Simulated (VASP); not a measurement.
# TiC (P6_3/mmc) in VASP: further runs

Runs on TiC. Level: PBE. Tasks: single point, relaxation of cell and atoms.

Everything below comes from runs of VASP 6.6.1. Logs are shortened: lines on timing, memory, paths and dates and some standing lists are left out, and cuts for length are marked.

## 1. The cell of the first run

It takes space group P6_3/mmc (No. 194, hexagonal). The conventional cell has a = 3.100 Å, b = 3.100 Å, c = 9.791 Å, α = 90.00°, β = 90.00°, γ = 120.00°. Ti (site symmetry -3m) has 6 C at 2.17 Å within 2.9 Å. Within 2.9 Å of Ti (site symmetry -6m2) lie 6 C at 2.17 Å. C (site symmetry 3m) has 6 Ti at 2.17 Å and 1 C at 2.46 Å within 2.9 Å.

## 2. Single point, PBE

Input file INCAR:

```
ALGO     = Normal         # electronic algorithm
EDIFF    = 1E-6           # SCF threshold, eV
ENCUT    = 520            # plane-wave cutoff, eV
GGA      = PE             # functional
ISIF     = 2              # what is computed and relaxed
ISMEAR   = 0              # smearing method
LASPH    = T              # aspherical terms in the spheres
LCHARG   = F              # write CHGCAR
LREAL    = Auto         
LWAVE    = F              # write WAVECAR
NBANDS   = 78             # bands
NELM     = 100            # most SCF steps
PREC     = Accurate       # precision mode
SIGMA    = 0.1            # smearing width, eV
```

Input file KPOINTS:

```
k-points
0
Gamma
  12 12 3
```

Input file POSCAR:

```
TiC
1.0
    3.0998985844      0.0000000000      0.0000000000
   -1.5499492922      2.6845909232      0.0000000000
    0.0000000000      0.0000000000     19.5811872975
Ti C
8 8
Direct
    0.0000000000      0.0000000000      0.0000000000
    0.3333333333      0.6666666667      0.1250000000
    0.0000000000      0.0000000000      0.2500000000
    0.6666666667      0.3333333333      0.3750000000
    0.0000000000      0.0000000000      0.5000000000
    0.3333333333      0.6666666667      0.6250000000
    0.0000000000      0.0000000000      0.7500000000
    0.6666666667      0.3333333333      0.8750000000
    0.6666666667      0.3333333333      0.0622578640
    0.6666666667      0.3333333333      0.1877421360
    0.3333333333      0.6666666667      0.3122578640
    0.3333333333      0.6666666667      0.4377421360
    0.6666666667      0.3333333333      0.5622578640
    0.6666666667      0.3333333333      0.6877421360
    0.3333333333      0.6666666667      0.8122578640
    0.3333333333      0.6666666667      0.9377421360
```

Potentials or basis: VASP PAW PBE potentials, release 64 (Ti_sv, C).

Command:

```sh
cat potpaw_PBE.64/Ti_sv/POTCAR potpaw_PBE.64/C/POTCAR > POTCAR
mpirun -np 1 vasp_std > vasp.out
```

OUTCAR:

```text
EDIFF = 1E-6
   ENCUT = 520
   GGA = PE
   ISIF = 2
   ISMEAR = 0
   LASPH = T
   LREAL = Auto
   NELM = 100
   PREC = Accurate

 ion  position               nearest neighbor table
   1  0.000  0.000  0.000-   9 2.17  16 2.17  16 2.17   9 2.17   9 2.17  16 2.17
   2  0.333  0.667  0.125-   9 2.17  10 2.17   9 2.17  10 2.17   9 2.17  10 2.17
   3  0.000  0.000  0.250-  10 2.17  11 2.17  11 2.17  10 2.17  10 2.17  11 2.17
   4  0.667  0.333  0.375-  11 2.17  12 2.17  11 2.17  12 2.17  11 2.17  12 2.17
   5  0.000  0.000  0.500-  12 2.17  13 2.17  12 2.17  13 2.17  13 2.17  12 2.17
   6  0.333  0.667  0.625-  13 2.17  14 2.17  13 2.17  14 2.17  13 2.17  14 2.17
[... 8 lines left out ...]
  15  0.333  0.667  0.812-   7 2.17   7 2.17   7 2.17   8 2.17   8 2.17   8 2.17
  16  0.333  0.667  0.938-   1 2.17   1 2.17   1 2.17   8 2.17   8 2.17   8 2.17

  LATTYP: Found a hexagonal cell.
 ALAT       =     3.0998985844
 C/A-ratio  =     6.3167186811

  Lattice vectors:

 A1 = (   3.0998985844,   0.0000000000,   0.0000000000)
 A2 = (  -1.5499492922,   2.6845909232,   0.0000000000)
 A3 = (   0.0000000000,   0.0000000000,  19.5811872975)

Analysis of symmetry for initial positions (statically):
=====================================================================
 Subroutine PRICEL returns following result:

  LATTYP: Found a hexagonal cell.
 ALAT       =     3.0998985844
 C/A-ratio  =     3.1583593405

  Lattice vectors:

 A1 = (   3.0998985844,   0.0000000000,   0.0000000000)
 A2 = (  -1.5499492922,   2.6845909232,   0.0000000000)
 A3 = (   0.0000000000,   0.0000000000,   9.7905936488)

   2 primitive cells build up your supercell.

 Routine SETGRP: Setting up the symmetry group for a
 hexagonal supercell.

 Subroutine GETGRP returns: Found 24 space group operations
 (whereof 12 operations were pure point group operations)
 out of a pool of 24 trial point group operations.

The static configuration has the point symmetry D_3d.
 The point group associated with its full space group is D_6h.

Analysis of symmetry for dynamics (positions and initial velocities):
=====================================================================
 Subroutine PRICEL returns following result:

  LATTYP: Found a hexagonal cell.
 ALAT       =     3.0998985844
 C/A-ratio  =     3.1583593405

  Lattice vectors:

 A1 = (   3.0998985844,   0.0000000000,   0.0000000000)
 A2 = (  -1.5499492922,   2.6845909232,   0.0000000000)
 A3 = (   0.0000000000,   0.0000000000,   9.7905936488)

   2 primitive cells build up your supercell.

 Routine SETGRP: Setting up the symmetry group for a
 hexagonal supercell.

 Subroutine GETGRP returns: Found 24 space group operations
 (whereof 12 operations were pure point group operations)
 out of a pool of 24 trial point group operations.

The dynamic configuration has the point symmetry D_3d.
 The point group associated with its full space group is D_6h.

 Subroutine INISYM returns: Found 24 space group operations
 (whereof 12 operations are pure point group operations),
 and found     2 'primitive' translations

----------------------------------------------------------------------------------------

                                     Primitive cell

  volume of cell :      81.4769

  direct lattice vectors                    reciprocal lattice vectors
     3.099898584  0.000000000  0.000000000     0.322591199  0.186248115  0.000000000
    -1.549949292  2.684590923  0.000000000     0.000000000  0.372496231  0.000000000
     0.000000000  0.000000000  9.790593649     0.000000000  0.000000000  0.102138852

  length of vectors
     3.099898584  3.099898584  9.790593649     0.372496231  0.372496231  0.102138852

  position of ions in fractional coordinates (direct lattice)
     0.000000000  0.000000000  0.000000000
     0.333333333  0.666666667  0.250000000
     0.000000000  0.000000000  0.500000000
     0.666666667  0.333333333  0.750000000
     0.666666667  0.333333333  0.124515728
     0.666666667  0.333333333  0.375484272
     0.333333333  0.666666667  0.624515728
     0.333333333  0.666666667  0.875484272

  ion indices of the primitive-cell ions
   primitive index   ion index
                 1           1
                 2           2
                 3           3
                 4           8
                 5           9
                 6          10
                 7          15
                 8          16

----------------------------------------------------------------------------------------

 KPOINTS: k-points

Automatic generation of k-mesh.
 Grid dimensions read from file:
 generate k-points for:   12   12    3

 Generating k-lattice:

  Cartesian coordinates                     Fractional coordinates (reciprocal lattice)
     0.026882600  0.015520676  0.000000000     0.083333333  0.000000000  0.000000000
     0.000000000  0.031041353  0.000000000     0.000000000  0.083333333  0.000000000
     0.000000000  0.000000000  0.017023142     0.000000000  0.000000000  0.333333333

  Length of vectors
     0.031041353  0.031041353  0.017023142

  Shift w.r.t. Gamma in fractional coordinates (k-lattice)
     0.000000000  0.000000000  0.000000000

 Subroutine IBZKPT returns following result:
 ===========================================

 Found     38 irreducible k-points:

 Following reciprocal coordinates:
            Coordinates               Weight
  0.000000  0.000000  0.000000      1.000000
  0.083333 -0.000000  0.000000      6.000000
  0.166667 -0.000000  0.000000      6.000000
  0.250000  0.000000  0.000000      6.000000
  0.333333 -0.000000  0.000000      6.000000
  0.416667 -0.000000  0.000000      6.000000
[... 16 lines left out ...]
  0.250000  0.000000  0.333333     12.000000
  0.333333 -0.000000  0.333333     12.000000
 [... further k-points ...]
   k-points           NKPTS =     38   k-points in BZ     NKDIM =     38   number of bands    NBANDS=     78
   number of dos      NEDOS =    301   number of ions     NIONS =     16
   total plane-waves  NPLWV =  86400
   dimension x,y,z NGX =    24 NGY =   24 NGZ =  150
   dimension x,y,z NGXF=    48 NGYF=   48 NGZF=  300
   ions per type =               8   8
   NGX,Y,Z   is equivalent  to a cutoff of  12.87, 12.87, 12.74 a.u.
   NGXF,Y,Z  is equivalent  to a cutoff of  25.74, 25.74, 25.47 a.u.
 SYSTEM =  unknown system
   PREC   = accura    normal or accurate (medium, high low for compatibility)
   ISTART =      0    job   : 0-new  1-cont  2-samecut
   ICHARG =      2    charge: 1-file 2-atom 10-const
   ISPIN  =      1    spin polarized calculation?
   LNONCOLLINEAR =      F non collinear calculations
   LSORBIT =      F    spin-orbit coupling
   LASPH  =      T    aspherical Exc in radial PAW
   ENCUT  =  520.0 eV  38.22 Ry    6.18 a.u.   5.76  5.76 36.41*2*pi/ulx,y,z
   NELM   =    100;   NELMIN=  2; NELMDL= -5     # of ELM steps
   EDIFF  = 0.1E-05   stopping-criterion for ELM
   LREAL  =      T    real-space projection
   EDIFFG = 0.1E-04   stopping-criterion for IOM
   NSW    =      0    number of steps for IOM
   IBRION =     -1    ionic relax: 0-MD 1-quasi-New 2-CG
   NFREE  =      0    steps in history (QN), initial steepest desc. (CG)
   ISIF   =      2    stress and relaxation
   ISYM   =      2    0-nonsym 1-usesym 2-fastsym
   POTIM  = 0.5000    time-step for ionic-motion
   TEBEG  =    0.0;   TEEND  =   0.0 temperature during run
   PSTRESS=    0.0 pullay stress
   NELECT =     128.0000    total number of electrons
   NUPDOWN=      -1.0000    fix difference up-down
   EMIN   =  10.00;   EMAX   =-10.00  energy-range for DOS
   EFERMI =   0.00;   METHOD = LEGACY
   ISMEAR =     0;   SIGMA  =   0.10  broadening in eV -4-tet -1-fermi 0-gaus
   EFERMI_NEDOS =   21; number of points for ismear=-14 and -15
   IALGO  =     38    algorithm
   IMIX   =      4    mixing-type and parameters
     AMIX     =   0.40;   BMIX     =  1.00
     AMIX_MAG =   1.60;   BMIX_MAG =  1.00
  volume/ion in A,a.u.               =      10.18        68.73
  Fermi-wavevector in a.u.,A,eV,Ry     =   1.510509  2.854448 31.043557  2.281637
  Thomas-Fermi vector in A             =   2.620689
   LORBIT       =      0    0 simple, 1 ext, 2 COOP (PROOUT), +10 PAW based schemes
   GGA     = PE    functional components
   LHFCALC =     F    Hartree Fock is set to
   AEXX    =    0.0000 exact exchange contribution
   IVDW    =     0    specifies the selected vdW correction
   LEPSILON=     F    determine dielectric tensor
   LRPA    =     F    only Hartree local field effects (RPA)
 non-spin polarized calculation
 Gauss-broadening in eV      SIGMA  =   0.10
  energy-cutoff  :      520.00
  volume of cell :      162.95
 maximum number of plane-waves:      4426
 NGX is ok and might be reduce to    24
   NGX = 11   NGY = 11   NGZ = 73

 number of electron     127.9999987 magnetization

 Free energy of the ion-electron system (eV)
  ---------------------------------------------------
  ext. energy  EPLUGINS =         0.00000000
  ---------------------------------------------------
  free energy    TOTEN  =      -148.21098098 eV

  energy without entropy =     -148.19946905  energy(sigma->0) =     -148.20522502

 E-fermi :   9.6441     XC(G=0): -12.6767

 val. band max:        9.6210403016   @ k =   0.2500   0.1667   0.0000
 cond. band min:       9.6525259516   @ k =   0.2500   0.0833   0.0000
 fundamental gap:      0.0314856500
 Fermi energy:         9.6441388976

 k-point     1 :       0.0000    0.0000    0.0000
  band No.  band energies     occupation
      1     -47.1078      2.00000
      2     -47.0961      2.00000
      3     -47.0961      2.00000
      4     -47.0724      2.00000
      5     -47.0610      2.00000
      6     -47.0372      2.00000
[... 68 lines left out ...]
     75      11.2522      0.00000
     76      11.2522      0.00000

 k-point     2 :       0.0833   -0.0000    0.0000
  band No.  band energies     occupation
      1     -47.1038      2.00000
      2     -47.0924      2.00000
      3     -47.0924      2.00000
      4     -47.0695      2.00000
      5     -47.0582      2.00000
      6     -47.0352      2.00000
[... 1730 lines left out ...]
 k-point    24 :       0.3333   -0.0000    0.3333
  band No.  band energies     occupation
      1     -47.0581      2.00000
      2     -47.0559      2.00000
      3     -47.0478      2.00000
      4     -47.0430      2.00000
      5     -47.0265      2.00000
      6     -47.0217      2.00000
[... 68 lines left out ...]
     75      11.8665      0.00000
     76      11.9018      0.00000

 [... further k-points ...]

 [bands above 76 left out]

------------------------ aborting loop because EDIFF is reached ----------------------------------------

  FORCE on cell =-STRESS in cart. coord.  units (eV):
  Direction    XX          YY          ZZ          XY          YZ          ZX
  --------------------------------------------------------------------------------------
  -------------------------------------------------------------------------------------
  Total        0.2975978      0.2975978      0.1560923      0.0000000      0.0000000     -0.0000000
  in kB        2.9260092      2.9260092      1.5347135      0.0000000      0.0000000     -0.0000000
  external PRESSURE =       2.4622440 kB  Pullay stress =       0.0000000 kB

 VOLUME and BASIS-vectors are now :
 -----------------------------------------------------------------------------
  energy-cutoff  :      520.00
  volume of cell :      162.95
      direct lattice vectors                 reciprocal lattice vectors
     3.099898584  0.000000000  0.000000000     0.322591199  0.186248115  0.000000000
    -1.549949292  2.684590923  0.000000000     0.000000000  0.372496231  0.000000000
     0.000000000  0.000000000 19.581187298     0.000000000  0.000000000  0.051069426

 POSITION                                       TOTAL-FORCE (eV/Angst)
 -----------------------------------------------------------------------------------
      0.00000      0.00000      0.00000        -0.000000     -0.000000     -0.000000
     -0.00000      1.78973      2.44765         0.000000     -0.000000      0.000000
      0.00000      0.00000      4.89530        -0.000000     -0.000000     -0.000000
      1.54995      0.89486      7.34295        -0.000000     -0.000000      0.000000
      0.00000      0.00000      9.79059        -0.000000     -0.000000     -0.000000
     -0.00000      1.78973     12.23824         0.000000     -0.000000      0.000000
[... 8 lines left out ...]
     -0.00000      1.78973     15.90497         0.000000      0.000000      0.009662
     -0.00000      1.78973     18.36210        -0.000000     -0.000000     -0.009662
 -----------------------------------------------------------------------------------
    total drift:                                0.000000      0.000000     -0.000000

  FREE ENERGIE OF THE ION-ELECTRON SYSTEM (eV)
  ---------------------------------------------------
  free  energy   TOTEN  =      -148.2109809817 eV

  energy  without entropy=     -148.1994690527  energy(sigma->0) =     -148.20522502
```

It took 13 min on 1 thread of Intel Xeon 8259CL, shared host; peak memory 0.46 GiB.

What came out:

| Item | Value |
| --- | --- |
| Free energy | -148.2110 eV |
| Pressure | 0.2 GPa |
| Largest force | 0.010 eV/Å |
| Band gap on the k mesh | zero (bands 64 and 65 overlap by 0.89 eV) |

Forces in eV/Å, atoms in the order of the input:
```
Ti   0.000  0.000  0.000
Ti   0.000  0.000  0.000
Ti   0.000  0.000  0.000
Ti   0.000  0.000  0.000
Ti   0.000  0.000  0.000
Ti   0.000  0.000  0.000
Ti   0.000  0.000  0.000
Ti   0.000  0.000  0.000
C    0.000  0.000  0.010
C    0.000  0.000 -0.010
C    0.000  0.000  0.010
C    0.000  0.000 -0.010
C    0.000  0.000  0.010
C    0.000  0.000 -0.010
C    0.000  0.000  0.010
C    0.000  0.000 -0.010
```

Stress tensor (GPa, compression positive):
```
0.29 0.00 0.00
0.00 0.29 0.00
0.00 0.00 0.15
```

(Continued in part 2 of 2.)

The gap in the log of VASP goes by the Fermi energy; the results here count the filled bands.